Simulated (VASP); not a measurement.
Runs of VASP 6.6.1 on SnO. The structure is that of space group P-6m2 (No. 187), or close to it. The cells are those of the table. The cell was generated, and may not be a known phase.

```csv
task,cell,k mesh,cutoff (eV),smearing,gap on the mesh (eV),pressure (GPa),relaxed volume (Å³/atom)
single point,"a = 3.785, b = 3.785, c = 3.056 Å, angles 90.0, 90.0, 120.0°, 2 atoms",18 × 18 × 18,520,gaussian 0.1 eV,none,0.2,-
relaxation of cell and atoms,"relaxed from a = 3.785, b = 3.785, c = 3.055 Å, angles 90.0, 90.0, 120.0°, 2 atoms",18 × 18 × 18,600,gaussian 0.1 eV,none,0.0,18.97
single point,"a = 3.785, b = 3.785, c = 3.055 Å, angles 90.0, 90.0, 120.0°, 2 atoms",12 × 12 × 12,520,gaussian 0.01 eV,none,0.2,-
relaxation of cell and atoms,"relaxed from a = 3.782, b = 3.782, c = 3.038 Å, angles 90.0, 90.0, 120.0°, 2 atoms",12 × 12 × 12,600,gaussian 0.01 eV,none,0.0,(a)
```

Alike in all rows: level PBE; potentials or basis VASP PAW PBE potentials, release 64 (Sn_d, O); no spin polarisation.

Problem. Fill in the values left out.

Solution. (a) 18.96.

Caveats: semilocal functionals underestimate gaps, and a narrow one can read as zero; spin-orbit coupling is left out, which moves the levels of the heavy elements.

A k mesh can miss the band edges, and the runs leave out spin-orbit coupling on Sn.

A gap of «none» marks levels without a gap at the run's occupations.
